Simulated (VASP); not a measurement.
**ZnSe (Stilleite): single point with PBE-based screened hybrid**

Crystal: ZnSe (Stilleite).

```
Se Zn
1.0
     0.00000    2.83380    2.83380
     2.83380    0.00000    2.83380
     2.83380    2.83380    0.00000
Se Zn
1 1
Direct
  0.75000 0.75000 0.75000
  0.00000 0.00000 0.00000
```

```json
{
 "Program": "VASP 6.6.1",
 "Task": "single point",
 "Functional": "PBE-based screened hybrid",
 "Potentials or basis": "VASP PAW PBE potentials, release 64 (Se, Zn)",
 "Cutoff": "520 eV",
 "k mesh": "4 × 4 × 4",
 "Occupations": "fermi-dirac, width 0.05 eV",
 "Spin": "no spin polarisation"
}
```

The pressure is 1.3 GPa. The band gap on the k mesh is 2.59 eV, direct.

Levels at points of the mesh, in eV from the valence-band top:
```
           k point  band 7  band 8  band 9  band 10  band 11  band 12
(0.00, 0.00, 0.00)    0.00    0.00    0.00     2.59     7.12     7.12
(0.50, 0.00, 0.00)   -5.56   -0.92   -0.92     3.82     7.67     7.67
(0.50, 0.50, 0.00)   -5.16   -2.32   -2.32     4.02     4.67    12.37
```

Run time: 9.1 min on 1 thread of Intel Xeon 6975P-C, with other jobs on the host, peak memory 0.28 GiB.

Caveat: the k points lie up to 0.48 Å⁻¹ apart; the PAW data sets were made with another functional, which shifts forces and pressure a little.
